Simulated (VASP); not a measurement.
Input of a VASP 6.6.1 run:

File INCAR:

```
SYSTEM = H18CO10
PREC = Accurate
ENCUT = 520
EDIFF = 1E-6
ISMEAR = -1
SIGMA = 0.05
LREAL = Auto
LASPH = .True.
NELM = 100
ALGO = Normal
ISIF = 2
LWAVE = .False.
LCHARG = .False.
NBANDS = 61
```

KPOINTS

```
Automatic mesh
0
Gamma
  1 1 1
  0 0 0
```

Contents of POSCAR:

```
H18CO10
1.0
    6.7436960000      0.0000000000      0.0000000000
    0.0000000000      6.5948800000      0.0000000000
    0.0000000000      0.0000000000      6.9527970000
O H C
10 18 1
Direct
    0.8604183818      0.2026268863      0.9755642226
    0.7593758675      1.0543178951      0.6550313493
    0.5402823615      0.7035457810      0.4498765029
    0.8761664227      0.1944993692      0.3222587974
    0.1036523592      0.4981288515      0.4621305641
    0.2115457162      0.1951362269     -0.1036561257
    0.3265568317      0.8536925615      0.7357183016
    0.9743914910      0.7235613082      0.7618085211
    0.4553289472      0.5291225921      0.8552097810
    0.6306037520      0.6820897423      1.0857932426
    0.7916133823      0.1487669222      0.8667015591
    1.0150665155      0.1853407492      0.9319414906
    0.6287205117      1.0096620409      0.6227709510
    0.8358621148      0.9238833762      0.6775546589
    0.6324869923      0.6143857053      0.5356549314
    0.5994042436      0.7141449124      0.3064090610
    0.8410818044      0.1412610995      0.4570966188
    0.8442551384      0.1548928866      0.1245685729
    0.2322910167      0.5699269737      0.4446268171
   -0.0234292886      0.3014459702      0.3401364947
    0.2812404355      0.3149867776     -0.1468329940
    0.2542226103      0.0814268038     -0.1852348055
    0.1086941048      0.7767540880      0.7819730678
    0.3977047601      0.8445187782      0.6013838747
    1.0572985496      0.5634977437      0.5796516136
    0.9063279246      0.6790267602      0.8803507423
    0.4009670661      0.7303847833      0.7899986149
    0.5147770599      0.4080286525      1.1161695070
    0.5305102721      0.5384934980      1.0205820765
```

Potentials or basis: VASP PAW LDA potentials, release 64 (O, H, C).

Launch:

```console
$ cat potpaw_LDA.64/O/POTCAR potpaw_LDA.64/H/POTCAR potpaw_LDA.64/C/POTCAR > POTCAR
$ mpirun -np 1 vasp_gam > vasp.out
```

Task: What does it give for the pressure?

Result: -0.3 GPa.

Task: What does it give for the largest force?

Result: 2.486 eV/Å.

Task: Predict the band gap on the k mesh.

Result: 4.44 eV.

Stress tensor (GPa, compression positive):
```
 0.32  1.08  1.31
 1.08  0.41  0.65
 1.31  0.65 -1.78
```

Caveat: the k points lie up to 0.95 Å⁻¹ apart.
